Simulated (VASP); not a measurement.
# NaF (Fm-3m) in VASP: settings compared, part 2 of 2

VASP 6.6.1.

## 4. Single point, PBE

This run uses another cell than the first one, of 12.12 Å³/atom, 0.907 times its volume.

File INCAR:

```
SYSTEM = NaF
PREC     = Accurate       ! precision mode
ENCUT    = 520            ! plane-wave cutoff, eV
EDIFF    = 1E-7           ! SCF threshold, eV
ISMEAR   = 0              ! smearing method
SIGMA    = 0.01           ! smearing width, eV
LREAL    = .False.        ! projectors in reciprocal space
LASPH    = .True.         ! aspherical terms in the spheres
NELM     = 60             ! most SCF steps
ALGO     = Normal         ! electronic algorithm
ISIF     = 2              ! what is computed and relaxed
LWAVE    = .False.        ! write WAVECAR
LCHARG   = .True.         ! write CHGCAR
GGA      = PE             ! functional
LELF     = .True.         ! ELF
LVHAR    = .True.       
NBANDS   = 14             ! bands
```

File KPOINTS:

```
Automatic mesh
0
Gamma
  10 10 10
  0 0 0
```

File POSCAR:

```
NaF
1.0
    0.0000000000      2.2971680842      2.2971680842
    2.2971680842      0.0000000000      2.2971680842
    2.2971680842      2.2971680842      0.0000000000
Na F
1 1
Direct
    0.0000000000      0.0000000000      0.0000000000
    0.5000000000      0.5000000000      0.5000000000
```

Run with:

```sh
$ cat potpaw_PBE.64/Na_pv/POTCAR potpaw_PBE.64/F/POTCAR > POTCAR
$ mpirun -np 1 vasp_std > vasp.out
```

Run time: 23 s. Hardware: 1 thread of Intel Xeon 6975P-C, shared host; peak memory 0.14 GiB.

It converged, with:

| Quantity | Value |
| --- | --- |
| Free energy | -8.5495 eV |
| Pressure | 3.5 GPa |
| Band gap on the k mesh | 6.44 eV, direct |

Levels at points of the mesh, in eV from the valence-band top:
| k point | band 3 | band 4 | band 5 | band 6 | band 7 | band 8 | band 9 | band 10 | band 11 | band 12 |
| --- | --- | --- | --- | --- | --- | --- | --- | --- | --- | --- |
| (0.00, 0.00, 0.00) | -18.87 | -18.87 | 0.00 | 0.00 | 0.00 | 6.44 | 19.16 | 19.16 | 19.16 | 22.08 |
| (0.50, 0.00, 0.00) | -18.88 | -18.11 | -1.64 | -0.27 | -0.27 | 10.94 | 12.69 | 20.39 | 20.39 | 23.23 |
| (0.50, 0.50, 0.00) | -18.93 | -18.93 | -1.31 | -0.42 | -0.42 | 13.37 | 13.39 | 13.86 | 20.11 | 20.11 |

A k mesh can miss the band edges. Expect the measured gap to be larger: semilocal functionals such as PBE lack the derivative discontinuity.

## 5. Single point, r2SCAN (volume changed by -6%)

File POSCAR:

```
NaF
1.0
    0.0000000000      2.2502739446      2.2502739446
    2.2502739446      0.0000000000      2.2502739446
    2.2502739446      2.2502739446      0.0000000000
Na F
1 1
Direct
    0.0000000000      0.0000000000      0.0000000000
    0.5000000000      0.5000000000      0.5000000000
```

File INCAR.step1:

```
ALGO = Normal
EDIFF = 1E-4
ENCUT = 520
GGA = PE
ISMEAR = 0
LASPH = True
LCHARG = False
LREAL = False
LWAVE = True
NBANDS = 14
NELM = 100
PREC = Accurate
SIGMA = 0.01
```

File INCAR.step2:

```
ALGO = Normal
EDIFF = 1E-6
ENCUT = 520
ISIF = 2
ISMEAR = 0
ISTART = 1
LASPH = True
LCHARG = False
LMIXTAU = True
LREAL = False
LWAVE = False
METAGGA = R2SCAN
NBANDS = 14
NELM = 100
PREC = Accurate
SIGMA = 0.01
```

File KPOINTS:

```
k-points
0
Gamma
  8 8 8
```

Run with:

```sh
$ cat potpaw_PBE.64/Na_pv/POTCAR potpaw_PBE.64/F/POTCAR > POTCAR
$ cp INCAR.step1 INCAR
$ mpirun -np 1 vasp_std > vasp.out
$ cp INCAR.step2 INCAR
$ mpirun -np 1 vasp_std > vasp.out
```

Run time: 50 s. Hardware: 1 thread of Intel Xeon 6975P-C, shared host; peak memory 0.14 GiB.

Results (log left out):

```yaml
Free_energy: -12.5920 eV
Pressure: 3.2 GPa
Band_gap_on_the_k_mesh: 7.70 eV, direct
```

Levels at points of the mesh, in eV from the valence-band top:
```tsv
k point	band 3	band 4	band 5	band 6	band 7	band 8	band 9	band 10	band 11	band 12
(0.00, 0.00, 0.00)	-19.24	-19.24	0.00	0.00	0.00	7.70	20.42	20.42	20.42	23.29
(0.50, 0.00, 0.00)	-19.25	-18.69	-1.75	-0.31	-0.31	12.21	14.20	22.41	22.41	24.98
(0.50, 0.50, 0.00)	-19.31	-19.31	-1.40	-0.45	-0.45	14.22	14.85	15.77	22.33	22.33
```

Caveat: the cell differs from its parent crystal (volume changed by -6%); the PAW data sets were made with another functional, which shifts forces and pressure a little.

## 6. Single point, r2SCAN (volume changed by -3%)

File POSCAR:

```
NaF
1.0
    0.0000000000      2.2739627796      2.2739627796
    2.2739627796      0.0000000000      2.2739627796
    2.2739627796      2.2739627796      0.0000000000
Na F
1 1
Direct
    0.0000000000      0.0000000000      0.0000000000
    0.5000000000      0.5000000000      0.5000000000
```

File INCAR.step1:

```
ALGO = Normal
EDIFF = 1E-4
ENCUT = 520
GGA = PE
ISMEAR = 0
LASPH = T
LCHARG = F
LREAL = F
LWAVE = T
NBANDS = 14
NELM = 80
PREC = Accurate
SIGMA = 0.01
```

File INCAR.step2:

```
ALGO = Normal
EDIFF = 1E-7
ENCUT = 520
ISIF = 2
ISMEAR = 0
ISTART = 1
LASPH = T
LCHARG = F
LMIXTAU = T
LREAL = F
LWAVE = F
METAGGA = R2SCAN
NBANDS = 14
NELM = 80
PREC = Accurate
SIGMA = 0.01
```

KPOINTS is that of step 5.

Potentials or basis: VASP PAW PBE potentials, release 64 (Na_pv, F).

Run with:

```sh
$ cat potpaw_PBE.64/Na_pv/POTCAR potpaw_PBE.64/F/POTCAR > POTCAR
$ cp INCAR.step1 INCAR
$ mpirun -np 1 vasp_std > vasp.out
$ cp INCAR.step2 INCAR
$ mpirun -np 1 vasp_std > vasp.out
```

Run time: 69 s. Hardware: 1 thread of Intel Xeon 6975P-C, shared host; peak memory 0.13 GiB.

The run converged. Its results:

- Free energy: -12.6023 eV
- Pressure: 1.0 GPa
- Band gap on the k mesh: 7.50 eV, direct

Levels at points of the mesh, in eV from the valence-band top:
| k point | band 4 | band 5 | band 6 | band 7 | band 8 | band 9 | band 10 | band 11 |
| --- | --- | --- | --- | --- | --- | --- | --- | --- |
| (0.00, 0.00, 0.00) | -19.33 | 0.00 | 0.00 | 0.00 | 7.50 | 20.19 | 20.19 | 20.19 |
| (0.50, 0.00, 0.00) | -18.80 | -1.68 | -0.30 | -0.30 | 12.00 | 13.91 | 22.05 | 22.05 |
| (0.50, 0.50, 0.00) | -19.39 | -1.35 | -0.43 | -0.43 | 14.12 | 14.56 | 15.43 | 21.89 |

Caveat: the cell differs from its parent crystal (volume changed by -3%); the PAW data sets were made with another functional, which shifts forces and pressure a little.

## 7. The runs side by side

```csv
level,cell,k mesh,gap on the mesh (eV),pressure (GPa)
PBE,"a = 3.357 Å, angles 60.0°, 2 atoms",8 × 8 × 8,5.92,-1.4
PBE,"a = 3.389 Å, angles 60.0°, 2 atoms",8 × 8 × 8,5.79,-2.4
PBE,"a = 3.249 Å, angles 60.0°, 2 atoms",10 × 10 × 10,6.44,3.5
r2SCAN,"a = 3.182 Å, angles 60.0°, 2 atoms",8 × 8 × 8,7.70,3.2
r2SCAN,"a = 3.216 Å, angles 60.0°, 2 atoms",8 × 8 × 8,7.50,1.0
```

Alike in all rows: task single point; potentials or basis VASP PAW PBE potentials, release 64 (Na_pv, F); no spin polarisation; cutoff (eV) 520; smearing gaussian 0.01 eV.

Caveats: the PAW data sets were made with another functional, which shifts forces and pressure a little (some runs).

Total energies depend on the potentials used, so only differences within one code and one set of settings carry meaning.
